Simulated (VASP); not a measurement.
# AlB2N3 (P6_3/mmc) in VASP: relaxation of cell and atoms with PBE

Aim: the relaxation of cell and atoms of AlB2N3 with PBE.

Program: VASP 6.6.1. These are calculated values, not measurements. Logs are shortened: lines on timing, memory, paths and dates and some standing lists are left out, and cuts for length are marked.

**1. The cell of the first run**

It takes space group P6_3/mmc (No. 194, hexagonal). Conventional cell: a = 2.768 Å, b = 2.768 Å, c = 24.268 Å, α = 90.00°, β = 90.00°, γ = 120.00°. Al (site symmetry -6m2) has 3 N at 1.60 Å within 2.1 Å. Within 2.1 Å of B (site symmetry 3m) lie 3 N at 1.60 Å. Within 2.1 Å of N (site symmetry -6m2) lie 3 Al at 1.60 Å. N (site symmetry 3m) has 3 B at 1.60 Å within 2.1 Å.

**2. Relaxation of cell and atoms, PBE**

Input file INCAR:

```
  PREC = Accurate
  ENCUT = 600
  EDIFF = 1E-7
  ISMEAR = 0
  SIGMA = 0.02
  LREAL = F
  LASPH = T
  NELM = 100
  ALGO = Normal
  ISIF = 3
  LWAVE = F
  LCHARG = F
  GGA = PE
  IBRION = 2
  NSW = 100
  EDIFFG = -0.01
```

Input file KPOINTS:

```
Automatic mesh
0
Gamma
  12 12 1
```

Input file POSCAR:

```
AlB2N3
1.0
    2.7681179288      0.0000000000      0.0000000000
   -1.3840589644      2.3972604470      0.0000000000
    0.0000000000      0.0000000000     24.2678106729
Al B N
2 4 6
Direct
    0.0000000000      0.0000000000      0.2500000000
    0.0000000000      0.0000000000      0.7500000000
    0.0000000000      0.0000000000      0.9177344016
    0.0000000000      0.0000000000      0.5822655984
    0.0000000000      0.0000000000      0.0822655984
    0.0000000000      0.0000000000      0.4177344016
    0.6666666667      0.3333333333      0.7500000000
    0.6666666667      0.3333333333      0.0822642318
    0.6666666667      0.3333333333      0.4177357682
    0.3333333333      0.6666666667      0.9177357682
    0.3333333333      0.6666666667      0.2500000000
    0.3333333333      0.6666666667      0.5822642318
```

Potentials or basis: VASP PAW PBE potentials, release 64 (Al, B, N).

Run with:

```
> cat potpaw_PBE.64/Al/POTCAR potpaw_PBE.64/B/POTCAR potpaw_PBE.64/N/POTCAR > POTCAR
> mpirun -np 1 vasp_std > vasp.out
```

OUTCAR:

```text
PREC = Accurate
   ENCUT = 600
   EDIFF = 1E-7
   ISMEAR = 0
   LREAL = F
   LASPH = T
   NELM = 100
   ISIF = 3
   GGA = PE
   IBRION = 2
   NSW = 100
   EDIFFG = -0.01

 ion  position               nearest neighbor table
   1  0.000  0.000  0.250-  11 1.60  11 1.60  11 1.60
   2  0.000  0.000  0.750-   7 1.60   7 1.60   7 1.60
   3  0.000  0.000  0.918-  10 1.60  10 1.60  10 1.60
   4  0.000  0.000  0.582-  12 1.60  12 1.60  12 1.60
   5  0.000  0.000  0.082-   8 1.60   8 1.60   8 1.60
   6  0.000  0.000  0.418-   9 1.60   9 1.60   9 1.60
   7  0.667  0.333  0.750-   2 1.60   2 1.60   2 1.60
   8  0.667  0.333  0.082-   5 1.60   5 1.60   5 1.60
   9  0.667  0.333  0.418-   6 1.60   6 1.60   6 1.60
  10  0.333  0.667  0.918-   3 1.60   3 1.60   3 1.60
  11  0.333  0.667  0.250-   1 1.60   1 1.60   1 1.60
  12  0.333  0.667  0.582-   4 1.60   4 1.60   4 1.60

  LATTYP: Found a hexagonal cell.
 ALAT       =     2.7681179288
 C/A-ratio  =     8.7668991340

  Lattice vectors:

 A1 = (   2.7681179288,   0.0000000000,   0.0000000000)
 A2 = (  -1.3840589644,   2.3972604470,   0.0000000000)
 A3 = (   0.0000000000,   0.0000000000,  24.2678106729)

Analysis of symmetry for initial positions (statically):
=====================================================================
 Subroutine PRICEL returns:
 Original cell was already a primitive cell.

 Routine SETGRP: Setting up the symmetry group for a
 hexagonal supercell.

 Subroutine GETGRP returns: Found 24 space group operations
 (whereof 12 operations were pure point group operations)
 out of a pool of 24 trial point group operations.

The static configuration has the point symmetry D_3d.
 The point group associated with its full space group is D_6h.

Analysis of symmetry for dynamics (positions and initial velocities):
=====================================================================
 Subroutine PRICEL returns:
 Original cell was already a primitive cell.

 Routine SETGRP: Setting up the symmetry group for a
 hexagonal supercell.

 Subroutine GETGRP returns: Found 24 space group operations
 (whereof 12 operations were pure point group operations)
 out of a pool of 24 trial point group operations.

The dynamic configuration has the point symmetry D_3d.
 The point group associated with its full space group is D_6h.

 Subroutine INISYM returns: Found 24 space group operations
 (whereof 12 operations are pure point group operations),
 and found     1 'primitive' translations

[... 98 lines left out ...]
 SYSTEM =  unknown system
   PREC   = accura    normal or accurate (medium, high low for compatibility)
   ISTART =      0    job   : 0-new  1-cont  2-samecut
   ICHARG =      2    charge: 1-file 2-atom 10-const
   ISPIN  =      1    spin polarized calculation?
   LNONCOLLINEAR =      F non collinear calculations
   LSORBIT =      F    spin-orbit coupling
   LASPH  =      T    aspherical Exc in radial PAW
   ENCUT  =  600.0 eV  44.10 Ry    6.64 a.u.   5.53  5.53 48.47*2*pi/ulx,y,z
   NELM   =    100;   NELMIN=  2; NELMDL= -5     # of ELM steps
   EDIFF  = 0.1E-06   stopping-criterion for ELM
   LREAL  =      F    real-space projection
   EDIFFG = -.1E-01   stopping-criterion for IOM
   NSW    =    100    number of steps for IOM
   IBRION =      2    ionic relax: 0-MD 1-quasi-New 2-CG
   NFREE  =      1    steps in history (QN), initial steepest desc. (CG)
   ISIF   =      3    stress and relaxation
   ISYM   =      2    0-nonsym 1-usesym 2-fastsym
   POTIM  = 0.5000    time-step for ionic-motion
   TEBEG  =    0.0;   TEEND  =   0.0 temperature during run
   PSTRESS=    0.0 pullay stress
   NELECT =      48.0000    total number of electrons
   NUPDOWN=      -1.0000    fix difference up-down
   EMIN   =  10.00;   EMAX   =-10.00  energy-range for DOS
   EFERMI =   0.00;   METHOD = LEGACY
   ISMEAR =     0;   SIGMA  =   0.02  broadening in eV -4-tet -1-fermi 0-gaus
   EFERMI_NEDOS =   21; number of points for ismear=-14 and -15
   IALGO  =     38    algorithm
   IMIX   =      4    mixing-type and parameters
     AMIX     =   0.40;   BMIX     =  1.00
     AMIX_MAG =   1.60;   BMIX_MAG =  1.00
  volume/ion in A,a.u.               =      13.42        90.56
  Fermi-wavevector in a.u.,A,eV,Ry     =   1.093566  2.066541 16.271033  1.195887
  Thomas-Fermi vector in A             =   2.229854
   LORBIT       =      0    0 simple, 1 ext, 2 COOP (PROOUT), +10 PAW based schemes
   GGA     = PE    functional components
   LHFCALC =     F    Hartree Fock is set to
   AEXX    =    0.0000 exact exchange contribution
   IVDW    =     0    specifies the selected vdW correction
   LEPSILON=     F    determine dielectric tensor
   LRPA    =     F    only Hartree local field effects (RPA)
 conjugate gradient relaxation of ions
 non-spin polarized calculation
 Gauss-broadening in eV      SIGMA  =   0.02
  energy-cutoff  :      600.00
  volume of cell :      161.04
 maximum number of plane-waves:      5485
 NGX is ok and might be reduce to    24
   NGX = 11   NGY = 11   NGZ = 97

--------------------------------------- Ionic step        1  -------------------------------------------

 number of electron      48.0000007 magnetization

 Free energy of the ion-electron system (eV)
  ---------------------------------------------------
  ext. energy  EPLUGINS =         0.00000000
  ---------------------------------------------------
  free energy    TOTEN  =       -90.18726339 eV

  energy without entropy =      -90.18726339  energy(sigma->0) =      -90.18726339

------------------------ aborting loop because EDIFF is reached ----------------------------------------

  FORCE on cell =-STRESS in cart. coord.  units (eV):
  Direction    XX          YY          ZZ          XY          YZ          ZX
  --------------------------------------------------------------------------------------
  -------------------------------------------------------------------------------------
  Total        0.4242688      0.4242688      0.0801221      0.0000000     -0.0000000      0.0000000
  in kB        4.2210574      4.2210574      0.7971361      0.0000000     -0.0000000      0.0000000
  external PRESSURE =       3.0797503 kB  Pullay stress =       0.0000000 kB
[... 79 lines left out ...]
--------------------------------------- Ionic step        3  -------------------------------------------

 number of electron      48.0000007 magnetization

 Free energy of the ion-electron system (eV)
  ---------------------------------------------------
  ext. energy  EPLUGINS =         0.00000000
  ---------------------------------------------------
  free energy    TOTEN  =       -90.18753139 eV

  energy without entropy =      -90.18753139  energy(sigma->0) =      -90.18753139

 E-fermi :   1.4301     XC(G=0):  -8.5060

 val. band max:        1.2896022664   @ k =   0.3333   0.3333   0.0000
 cond. band min:       4.1381735752   @ k =   0.3333   0.3333   0.0000
 fundamental gap:      2.8485713087
 Fermi energy:         1.4301054357

 k-point     1 :       0.0000    0.0000    0.0000
  band No.  band energies     occupation
      1     -15.5034      2.00000
      2     -15.5033      2.00000
      3     -15.4685      2.00000
      4     -15.4684      2.00000
      5     -13.3286      2.00000
      6     -13.3285      2.00000
[... 674 lines left out ...]
  FREE ENERGIE OF THE ION-ELECTRON SYSTEM (eV)
  ---------------------------------------------------
  free  energy   TOTEN  =       -90.1875313913 eV

  energy  without entropy=      -90.1875313913  energy(sigma->0) =      -90.18753139

 reached required accuracy - stopping structural energy minimisation
```

Run time: 2.1 min. Hardware: 1 thread of Intel Xeon 6975P-C (Granite Rapids), shared host; peak memory 0.38 GiB.

Results:

```
Free energy                            : -90.1875 eV
Relaxed volume                         : 13.44 Å³/atom
Relaxed cell                           : a = 2.770 Å, b = 2.770 Å, c = 24.271 Å, α = 90.00°, β = 90.00°, γ = 120.00°
Space group after relaxing (to 0.05 Å) : P6_3/mmc (No. 194)
Energy gained by relaxing              : 0.0 meV/atom
Ionic steps                            : 3
Pressure after relaxing                : 0.0 GPa
Band gap on the k mesh                 : 2.85 eV, direct
```

Forces in eV/Å, atoms in the order of the input:
```
Al   0.000  0.000  0.000
Al   0.000  0.000  0.000
B    0.000  0.000 -0.003
B    0.000  0.000  0.003
B    0.000  0.000  0.003
B    0.000  0.000 -0.003
N    0.000  0.000  0.000
N    0.000  0.000 -0.002
N    0.000  0.000  0.002
N    0.000  0.000  0.002
N    0.000  0.000  0.000
N    0.000  0.000 -0.002
```

Stress tensor (GPa, compression positive):
```
0.00 0.00 0.00
0.00 0.00 0.00
0.00 0.00 0.09
```

The path:
```csv
step,energy change (eV),largest force (eV/Å),pressure (GPa),volume (Å³)
1,0.0000,0.0051,0.31,161.04
2,0.0005,0.0016,-0.46,161.64
3,-0.0003,0.0027,0.03,161.26
```

Final structure:
```yaml
crystal:
  lattice:
    - [2.76984, 0.00000, 0.00000]
    - [-1.38492, 2.39875, 0.00000]
    - [0.00000, 0.00000, 24.27066]
  atoms:
    - { symbol: Al, position: [0.00000, 0.00000, 0.25000] }
    - { symbol: Al, position: [0.00000, 0.00000, 0.75000] }
    - { symbol: B, position: [0.00000, 0.00000, 0.91773] }
    - { symbol: B, position: [0.00000, 0.00000, 0.58227] }
    - { symbol: B, position: [0.00000, 0.00000, 0.08227] }
    - { symbol: B, position: [0.00000, 0.00000, 0.41773] }
    - { symbol: N, position: [0.66667, 0.33333, 0.75000] }
    - { symbol: N, position: [0.66667, 0.33333, 0.08226] }
    - { symbol: N, position: [0.66667, 0.33333, 0.41774] }
    - { symbol: N, position: [0.33333, 0.66667, 0.91774] }
    - { symbol: N, position: [0.33333, 0.66667, 0.25000] }
    - { symbol: N, position: [0.33333, 0.66667, 0.58226] }
```

A k mesh can miss the band edges. As with any semilocal functional, this PBE gap is likely too small.
